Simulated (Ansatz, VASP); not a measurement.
Zr in VASP and in Ansatz

Contents of INCAR:

```
SYSTEM = Zr
PREC = Accurate ; ENCUT = 600
EDIFF = 1E-7 ; ISMEAR = 0
SIGMA = 0.1 ; LREAL = .FALSE.
LASPH = .TRUE. ; NELM = 80
ALGO = Fast ; ISIF = 3
LWAVE = .FALSE. ; LCHARG = .FALSE.
GGA = PE ; IBRION = 2
NSW = 80 ; EDIFFG = -0.01
```

File KPOINTS:

```
Automatic mesh
0
G
  18 18 8
  0 0 0
```

Contents of POSCAR:

```
Zr
1.0
    3.2276399667      0.0000000000      0.0000000000
   -1.6138199833      2.7952182055      0.0000000000
    0.0000000000      0.0000000000      5.1762875167
Zr
2
Direct
    0.3333333333      0.6666666667      0.2500000000
    0.6666666667      0.3333333333      0.7500000000
```

Input for Ansatz:

```yaml
crystal:
  lattice:
    - [3.2276399667, 0.0, 0.0]
    - [-1.6138199833, 2.7952182055, 0.0]
    - [0.0, 0.0, 5.1762875167]
  atoms:
    - { symbol: Zr, position: [0.3333333333, 0.6666666667, 0.25] }
    - { symbol: Zr, position: [0.6666666667, 0.3333333333, 0.75] }
basis:
  ecutwfc: 420
kpoints:
  mp_grid: { grid: [18, 18, 8] }
hamiltonian:
  xc: pbe
scf:
  occupations: { method: gaussian, width: 0.1 }
output:
  forces: true
  stress: true
  eigenvalues: true
  write_density: true
  write_potential: true
  elf: true
  volumetric_format: npy
relax:
  adjacent_minimum: "off"
  f_tol: 0.01
  max_steps: 60
  cell: { stress_tol: 0.1 }
```

Alike in both runs: task relaxation of cell and atoms; functional PBE; k mesh 18 × 18 × 8; occupations gaussian, width 0.1 eV; no spin polarisation.

```csv
,VASP,Ansatz
version,VASP 6.6.1,Ansatz 0.2.0
potentials or method,"VASP PAW PBE potentials, release 64 (Zr_sv), cutoff 600 eV","scalar-relativistic, plane waves, PAW"
valence electrons in the cell,24,24
```

|  | VASP | Ansatz | Ansatz less VASP |
| --- | --- | --- | --- |
| gap on the k mesh at the Fermi level, each at its own relaxed structure (eV) | none | none | - |
| relaxed volume (Å³/atom) | 23.40 | 23.40 | -0.006 |
| relaxed cell length with the largest relative difference (Å) | 3.233 | 3.233 | -0.0004 |

A gap of «none» marks a metal or a gap that the smearing closes.
